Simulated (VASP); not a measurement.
# Hf (Pm-3m) in VASP: notebook

Hf is run at these levels: LDA; tasks: single point.

Program: VASP 6.6.1. These are calculated values, not measurements. Logs are shortened: lines on timing, memory, paths and dates and some standing lists are left out, and cuts for length are marked.

## 1. The cell of the first run

Symmetry: Pm-3m, No. 221, cubic system. The conventional cell has a = 2.747 Å, b = 2.747 Å, c = 2.747 Å, α = 90.00°, β = 90.00°, γ = 90.00°. Hf (site symmetry m-3m) has 6 Hf at 2.75 Å within 3.6 Å.

## 2. Single point, LDA (volume scaled by 0.92)

File INCAR:

```
SYSTEM = Hf
PREC = Accurate
ENCUT = 520
EDIFF = 1E-7
ISMEAR = -1
SIGMA = 0.1
LREAL = .FALSE.
LASPH = .TRUE.
NELM = 80
ALGO = Normal
ISIF = 2
LWAVE = .FALSE.
LCHARG = .FALSE.
NBANDS = 11
```

File KPOINTS:

```
regular mesh
0
G
  13 13 13
  0 0 0
```

File POSCAR:

```
Hf
1.0
    2.7465581573      0.0000000000      0.0000000000
    0.0000000000      2.7465581573      0.0000000000
    0.0000000000      0.0000000000      2.7465581573
Hf
1
Direct
    0.0000000000      0.0000000000      0.0000000000
```

Potentials or basis: VASP PAW LDA potentials, release 64 (Hf_pv).

Run with:

```sh
> cat potpaw_LDA.64/Hf_pv/POTCAR > POTCAR
> mpirun -np 1 vasp_std > vasp.out
```

OUTCAR:

```text
SYSTEM = Hf
   PREC = Accurate
   ENCUT = 520
   EDIFF = 1E-7
   ISMEAR = -1
   LREAL = .FALSE.
   LASPH = .TRUE.
   NELM = 80
   ISIF = 2

 ion  position               nearest neighbor table
   1  0.000  0.000  0.000-

  LATTYP: Found a simple cubic cell.
 ALAT       =     2.7465581573

  Lattice vectors:

 A1 = (   2.7465581573,   0.0000000000,   0.0000000000)
 A2 = (   0.0000000000,   2.7465581573,   0.0000000000)
 A3 = (   0.0000000000,   0.0000000000,   2.7465581573)

Analysis of symmetry for initial positions (statically):
=====================================================================
 Subroutine PRICEL returns:
 Original cell was already a primitive cell.

 Routine SETGRP: Setting up the symmetry group for a
 simple cubic supercell.

 Subroutine GETGRP returns: Found 48 space group operations
 (whereof 48 operations were pure point group operations)
 out of a pool of 48 trial point group operations.

The static configuration has the point symmetry O_h .

Analysis of symmetry for dynamics (positions and initial velocities):
=====================================================================
 Subroutine PRICEL returns:
 Original cell was already a primitive cell.

 Routine SETGRP: Setting up the symmetry group for a
 simple cubic supercell.

 Subroutine GETGRP returns: Found 48 space group operations
 (whereof 48 operations were pure point group operations)
 out of a pool of 48 trial point group operations.

The dynamic configuration has the point symmetry O_h .

 Subroutine INISYM returns: Found 48 space group operations
 (whereof 48 operations are pure point group operations),
 and found     1 'primitive' translations

----------------------------------------------------------------------------------------

                                     Primitive cell

  volume of cell :      20.7189

  direct lattice vectors                    reciprocal lattice vectors
     2.746558157  0.000000000  0.000000000     0.364092054  0.000000000  0.000000000
     0.000000000  2.746558157  0.000000000     0.000000000  0.364092054  0.000000000
     0.000000000  0.000000000  2.746558157     0.000000000  0.000000000  0.364092054

  length of vectors
     2.746558157  2.746558157  2.746558157     0.364092054  0.364092054  0.364092054

  position of ions in fractional coordinates (direct lattice)
     0.000000000  0.000000000  0.000000000

  ion indices of the primitive-cell ions
   primitive index   ion index
                 1           1

----------------------------------------------------------------------------------------

 KPOINTS: regular mesh

Automatic generation of k-mesh.
 Grid dimensions read from file:
 generate k-points for:   13   13   13

 Generating k-lattice:

  Cartesian coordinates                     Fractional coordinates (reciprocal lattice)
     0.028007081  0.000000000  0.000000000     0.076923077  0.000000000  0.000000000
     0.000000000  0.028007081  0.000000000     0.000000000  0.076923077  0.000000000
     0.000000000  0.000000000  0.028007081     0.000000000  0.000000000  0.076923077

  Length of vectors
     0.028007081  0.028007081  0.028007081

  Shift w.r.t. Gamma in fractional coordinates (k-lattice)
     0.000000000  0.000000000  0.000000000

 Subroutine IBZKPT returns following result:
 ===========================================

 Found     84 irreducible k-points:

 Following reciprocal coordinates:
            Coordinates               Weight
  0.000000  0.000000  0.000000      1.000000
  0.076923  0.000000  0.000000      6.000000
  0.153846  0.000000  0.000000      6.000000
  0.230769  0.000000  0.000000      6.000000
  0.307692  0.000000  0.000000      6.000000
  0.384615  0.000000  0.000000      6.000000
[... 16 lines left out ...]
  0.307692  0.307692  0.000000     12.000000
  0.384615  0.307692  0.000000     24.000000
 [... further k-points ...]
   k-points           NKPTS =     84   k-points in BZ     NKDIM =     84   number of bands    NBANDS=     11
   number of dos      NEDOS =    301   number of ions     NIONS =      1
   total plane-waves  NPLWV =   8000
   dimension x,y,z NGX =    20 NGY =   20 NGZ =   20
   dimension x,y,z NGXF=    40 NGYF=   40 NGZF=   40
   ions per type =               1
   NGX,Y,Z   is equivalent  to a cutoff of  12.11, 12.11, 12.11 a.u.
   NGXF,Y,Z  is equivalent  to a cutoff of  24.21, 24.21, 24.21 a.u.
 SYSTEM =  Hf
   PREC   = accura    normal or accurate (medium, high low for compatibility)
   ISTART =      0    job   : 0-new  1-cont  2-samecut
   ICHARG =      2    charge: 1-file 2-atom 10-const
   ISPIN  =      1    spin polarized calculation?
   LNONCOLLINEAR =      F non collinear calculations
   LSORBIT =      F    spin-orbit coupling
   LASPH  =      T    aspherical Exc in radial PAW
   ENCUT  =  520.0 eV  38.22 Ry    6.18 a.u.   5.11  5.11  5.11*2*pi/ulx,y,z
   NELM   =     80;   NELMIN=  2; NELMDL= -5     # of ELM steps
   EDIFF  = 0.1E-06   stopping-criterion for ELM
   LREAL  =      F    real-space projection
   EDIFFG = 0.1E-05   stopping-criterion for IOM
   NSW    =      0    number of steps for IOM
   IBRION =     -1    ionic relax: 0-MD 1-quasi-New 2-CG
   NFREE  =      0    steps in history (QN), initial steepest desc. (CG)
   ISIF   =      2    stress and relaxation
   ISYM   =      2    0-nonsym 1-usesym 2-fastsym
   POTIM  = 0.5000    time-step for ionic-motion
   TEBEG  =    0.0;   TEEND  =   0.0 temperature during run
   PSTRESS=    0.0 pullay stress
   NELECT =      10.0000    total number of electrons
   NUPDOWN=      -1.0000    fix difference up-down
   EMIN   =  10.00;   EMAX   =-10.00  energy-range for DOS
   EFERMI =   0.00;   METHOD = LEGACY
   ISMEAR =    -1;   SIGMA  =   0.10  broadening in eV -4-tet -1-fermi 0-gaus
   EFERMI_NEDOS =   21; number of points for ismear=-14 and -15
   IALGO  =     38    algorithm
   IMIX   =      4    mixing-type and parameters
     AMIX     =   0.40;   BMIX     =  1.00
     AMIX_MAG =   1.60;   BMIX_MAG =  1.00
  volume/ion in A,a.u.               =      20.72       139.82
  Fermi-wavevector in a.u.,A,eV,Ry     =   1.284161  2.426712 22.436941  1.649069
  Thomas-Fermi vector in A             =   2.416371
   LORBIT       =      0    0 simple, 1 ext, 2 COOP (PROOUT), +10 PAW based schemes
   GGA     = CA    functional components
   LHFCALC =     F    Hartree Fock is set to
   AEXX    =    0.0000 exact exchange contribution
   IVDW    =     0    specifies the selected vdW correction
   LEPSILON=     F    determine dielectric tensor
   LRPA    =     F    only Hartree local field effects (RPA)
 non-spin polarized calculation
  energy-cutoff  :      520.00
  volume of cell :       20.72
 maximum number of plane-waves:       587
   NGX = 11   NGY = 11   NGZ = 11

 number of electron      10.0000003 magnetization

 Free energy of the ion-electron system (eV)
  ---------------------------------------------------
  ext. energy  EPLUGINS =         0.00000000
  ---------------------------------------------------
  free energy    TOTEN  =        -9.63849450 eV

  energy without entropy =       -9.58932126  energy(sigma->0) =       -9.61390788

 E-fermi :   4.8947     XC(G=0): -11.7203

 val. band max:        4.7922504603   @ k =   0.4615   0.3077   0.1538
 cond. band min:       4.8976014282   @ k =   0.4615   0.1538   0.0000
 fundamental gap:      0.1053509679
 Fermi energy:         4.8947367365

 k-point     1 :       0.0000    0.0000    0.0000
  band No.  band energies     occupation
      1     -24.3568      2.00000
      2     -24.3568      2.00000
      3     -24.3568      2.00000
      4      -2.0355      2.00000
      5       2.9609      2.00000
      6       2.9609      2.00000
      7      12.6051      0.00000
      8      12.6051      0.00000
      9      12.6051      0.00000
     10      17.5485      0.00000
     11      19.4910      0.00000

 k-point     2 :       0.0769    0.0000    0.0000
  band No.  band energies     occupation
      1     -24.4580      2.00000
      2     -24.3483      2.00000
      3     -24.3483      2.00000
      4      -1.8449      2.00000
      5       3.0156      2.00000
      6       3.1634      2.00000
      7      12.1828      0.00000
      8      12.1828      0.00000
      9      12.6320      0.00000
     10      17.5443      0.00000
     11      18.5776      0.00000

 k-point     3 :       0.1538    0.0000    0.0000
  band No.  band energies     occupation
      1     -24.7308      2.00000
      2     -24.3249      2.00000
      3     -24.3249      2.00000
      4      -1.3235      2.00000
      5       3.1715      2.00000
      6       3.7391      1.99998
      7      11.2283      0.00000
      8      11.2283      0.00000
      9      12.7070      0.00000
     10      16.9100      0.00000
     11      17.5684      0.00000

 k-point     4 :       0.2308    0.0000    0.0000
  band No.  band energies     occupation
      1     -25.0983      2.00000
      2     -24.2917      2.00000
      3     -24.2917      2.00000
      4      -0.5878      2.00000
      5       3.4034      2.00000
      6       4.5453      1.94105
      7      10.1801      0.00000
      8      10.1801      0.00000
      9      12.8151      0.00000
     10      15.5388      0.00000
     11      17.5588      0.00000
[... 239 lines left out ...]
 k-point    22 :       0.4615    0.2308    0.0000
  band No.  band energies     occupation
      1     -25.8220      2.00000
      2     -24.9079      2.00000
      3     -24.1483      2.00000
      4       2.7550      2.00000
      5       3.3133      2.00000
      6       6.0843      0.00001
      7       8.6710      0.00000
      8       9.3812      0.00000
      9      11.0060      0.00000
     10      16.3674      0.00000
     11      17.5529      0.00000

 k-point    23 :       0.3077    0.3077    0.0000
  band No.  band energies     occupation
      1     -25.3503      2.00000
      2     -25.3016      2.00000
      3     -24.1594      2.00000
      4       1.9303      2.00000
      5       3.7804      1.99997
      6       7.4540      0.00000
      7       7.9016      0.00000
      8       9.6369      0.00000
      9      10.0930      0.00000
     10      16.5327      0.00000
     11      17.5205      0.00000

 k-point    24 :       0.3846    0.3077    0.0000
  band No.  band energies     occupation
      1     -25.6110      2.00000
      2     -25.2826      2.00000
      3     -24.1309      2.00000
      4       2.1405      2.00000
      5       3.5986      2.00000
      6       7.6778      0.00000
      7       9.0392      0.00000
      8       9.2013      0.00000
      9      10.0755      0.00000
     10      16.1337      0.00000
     11      17.5356      0.00000

 [... further k-points ...]

------------------------ aborting loop because EDIFF is reached ----------------------------------------

  FORCE on cell =-STRESS in cart. coord.  units (eV):
  Direction    XX          YY          ZZ          XY          YZ          ZX
  --------------------------------------------------------------------------------------
  -------------------------------------------------------------------------------------
  Total        1.1508783      1.1508783      1.1508783      0.0000000     -0.0000000      0.0000000
  in kB       88.9966337     88.9966337     88.9966337      0.0000000     -0.0000000      0.0000000
  external PRESSURE =      88.9966337 kB  Pullay stress =       0.0000000 kB

 VOLUME and BASIS-vectors are now :
 -----------------------------------------------------------------------------
  energy-cutoff  :      520.00
  volume of cell :       20.72
      direct lattice vectors                 reciprocal lattice vectors
     2.746558157  0.000000000  0.000000000     0.364092054  0.000000000  0.000000000
     0.000000000  2.746558157  0.000000000     0.000000000  0.364092054  0.000000000
     0.000000000  0.000000000  2.746558157     0.000000000  0.000000000  0.364092054

 POSITION                                       TOTAL-FORCE (eV/Angst)
 -----------------------------------------------------------------------------------
      0.00000      0.00000      0.00000         0.000000      0.000000      0.000000
 -----------------------------------------------------------------------------------
    total drift:                               -0.000000      0.000000      0.000000

  FREE ENERGIE OF THE ION-ELECTRON SYSTEM (eV)
  ---------------------------------------------------
  free  energy   TOTEN  =        -9.6384944974 eV

  energy  without entropy=       -9.5893212612  energy(sigma->0) =       -9.61390788
```

Run time: 9.5 s. Hardware: 1 thread of Intel Xeon Platinum 8488C (Sapphire Rapids), shared host; peak memory 0.13 GiB.

What came out:

| Item | Value |
| --- | --- |
| Free energy | -9.6385 eV |
| Pressure | 8.9 GPa |
| Band gap on the k mesh | zero (band 5 reaches 5.81 eV, above the bottom of band 6 at 2.96 eV) |

Caveat: the cell differs from its parent crystal (volume scaled by 0.92); spin-orbit coupling is left out, which moves the levels of the heavy elements.

## 3. Single point, LDA (volume scaled by 0.96)

File INCAR:

```
SYSTEM = Hf
ALGO = Normal ; EDIFF = 1E-6
ENCUT = 520 ; ISIF = 2
ISMEAR = -1 ; LASPH = .True.
LCHARG = .False. ; LREAL = .False.
LWAVE = .False. ; NBANDS = 11
NELM = 100 ; PREC = Accurate
SIGMA = 0.1
```

File KPOINTS:

```
k-points
0
Gamma
  13 13 13
  0 0 0
```

File POSCAR:

```
Hf
1.0
    2.7858000042      0.0000000000      0.0000000000
    0.0000000000      2.7858000042      0.0000000000
    0.0000000000      0.0000000000      2.7858000042
Hf
1
Direct
    0.0000000000      0.0000000000      0.0000000000
```

Potentials or basis: VASP PAW LDA potentials, release 64 (Hf_pv).

Run with:

```sh
> cat potpaw_LDA.64/Hf_pv/POTCAR > POTCAR
> mpirun -np 1 vasp_std > vasp.out
```

Run time: 7.9 s. Hardware: 1 thread of Intel Xeon Platinum 8488C (Sapphire Rapids), shared host; peak memory 0.14 GiB.

The run converged. Its results:

```yaml
Free_energy: -9.6750 eV
Pressure: 4.2 GPa
Band_gap_on_the_k_mesh: zero (band 5 reaches 5.46 eV, above the bottom of band 6 at 2.78 eV)
```

Levels at points of the mesh, in eV from the Fermi level:
```csv
k point,band 2,band 3,band 4,band 5,band 6,band 7,band 8,band 9
"(0.00, 0.00, 0.00)",-29.38,-29.38,-6.81,-1.80,-1.80,7.38,7.38,7.38
```

Caveat: the cell differs from its parent crystal (volume scaled by 0.96); spin-orbit coupling is left out, which moves the levels of the heavy elements.

## 4. Single point, LDA

This run uses another cell than the first one, of 22.52 Å³/atom, 1.087 times its volume.

File INCAR:

```
ALGO = Normal ; EDIFF = 1E-6
ENCUT = 520 ; ISIF = 2
ISMEAR = -1 ; LASPH = True
LCHARG = False ; LREAL = False
LWAVE = False ; NBANDS = 11
NELM = 60 ; PREC = Accurate
SIGMA = 0.1
```

File KPOINTS:

```
k-points
0
Gamma
  13 13 13
```

File POSCAR:

```
Hf
1.0
    2.8239663908      0.0000000000      0.0000000000
    0.0000000000      2.8239663908      0.0000000000
    0.0000000000      0.0000000000      2.8239663908
Hf
1
Direct
    0.0000000000      0.0000000000      0.0000000000
```

Run with:

```sh
> cat potpaw_LDA.64/Hf_pv/POTCAR > POTCAR
> mpirun -np 1 vasp_std > vasp.out
```

Run time: 9.6 s. Hardware: 1 thread of Intel Xeon Platinum 8488C (Sapphire Rapids), shared host; peak memory 0.14 GiB.

Results (log left out):

- Free energy: -9.6871 eV
- Pressure: 0.2 GPa
- Band gap on the k mesh: zero (band 5 reaches 5.13 eV, above the bottom of band 6 at 2.61 eV)

Levels at points of the mesh, in eV from the Fermi level:
```
           k point  band 2  band 3  band 4  band 5  band 6  band 7  band 8  band 9
(0.00, 0.00, 0.00)  -29.51  -29.51   -6.69   -1.68   -1.68    7.07    7.07    7.07
```

Caveat: spin-orbit coupling is left out, which moves the levels of the heavy elements.

## 5. The runs side by side

```csv
cell,gap on the mesh (eV),pressure (GPa)
"a = 2.747 Å, 1 atom",none,8.9
"a = 2.786 Å, 1 atom",none,4.2
"a = 2.824 Å, 1 atom",none,0.2
```

Alike in all rows: task single point; level LDA; potentials or basis VASP PAW LDA potentials, release 64 (Hf_pv); no spin polarisation; k mesh 13 × 13 × 13; cutoff (eV) 520; smearing fermi-dirac 0.1 eV.

Caveats: spin-orbit coupling is left out, which moves the levels of the heavy elements.

Absolute energies hang on the potentials; compare differences alone.
